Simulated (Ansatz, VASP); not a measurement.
# ZrSi3 in VASP and in Ansatz

The input INCAR:

```
PREC     = Accurate       # precision mode
ENCUT    = 500            # plane-wave cutoff, eV
EDIFF    = 1E-6           # SCF threshold, eV
ISMEAR   = 0              # smearing method
SIGMA    = 0.05           # smearing width, eV
LREAL    = F              # projectors in reciprocal space
LASPH    = T              # aspherical terms in the spheres
NELM     = 120            # most SCF steps
ALGO     = Normal         # electronic algorithm
ISIF     = 2              # what is computed and relaxed
LWAVE    = F              # write WAVECAR
LCHARG   = F              # write CHGCAR
GGA      = PS             # functional
NBANDS   = 20             # bands
GGA_COMPAT= F
```

File KPOINTS:

```
regular mesh
0
Gamma
  8 8 8
```

The input POSCAR:

```
ZrSi3
1.0
    3.9506456184      0.0000000000      0.0000000000
    0.0000000000      3.9506456184      0.0000000000
    0.0000000000      0.0000000000      3.9506456184
Zr Si
1 3
Direct
    0.0000000000      0.0000000000      0.0000000000
    0.0000000000      0.5000000000      0.5000000000
    0.5000000000      0.5000000000      0.0000000000
    0.5000000000      0.0000000000      0.5000000000
```

Input for Ansatz:

```yaml
crystal:
  lattice:
    - [3.9506456184, 0.0, 0.0]
    - [0.0, 3.9506456184, 0.0]
    - [0.0, 0.0, 3.9506456184]
  atoms:
    - { symbol: Zr, position: [0.0, 0.0, 0.0] }
    - { symbol: Si, position: [0.0, 0.5, 0.5] }
    - { symbol: Si, position: [0.5, 0.5, 0.0] }
    - { symbol: Si, position: [0.5, 0.0, 0.5] }
basis:
  ecutwfc: 420
  ecutrho_ratio: 4
kpoints:
  mp_grid: { grid: [8, 8, 8] }
hamiltonian:
  xc: pbesol
scf:
  occupations: { method: gaussian, width: 0.05 }
output:
  forces: true
  stress: true
  eigenvalues: true
```

Alike in both runs: task single point; functional PBEsol; k mesh 8 × 8 × 8; occupations gaussian, width 0.05 eV; no spin polarisation.

```csv
,VASP,Ansatz
version,VASP 6.6.1,Ansatz 0.2.0
potentials or method,"VASP PAW PBE potentials, release 64 (Zr_sv, Si), cutoff 500 eV","scalar-relativistic, plane waves, PAW"
valence electrons in the cell,24,24
```

|  | VASP | Ansatz | Ansatz less VASP |
| --- | --- | --- | --- |
| gap on the k mesh at the Fermi level (eV) | none | none | - |
| pressure (GPa) | 0.2 | 0.0 | -0.17 |

VASP's potentials were made for PBE, not for PBEsol. A gap of «none» marks a metal or a gap that the smearing closes.
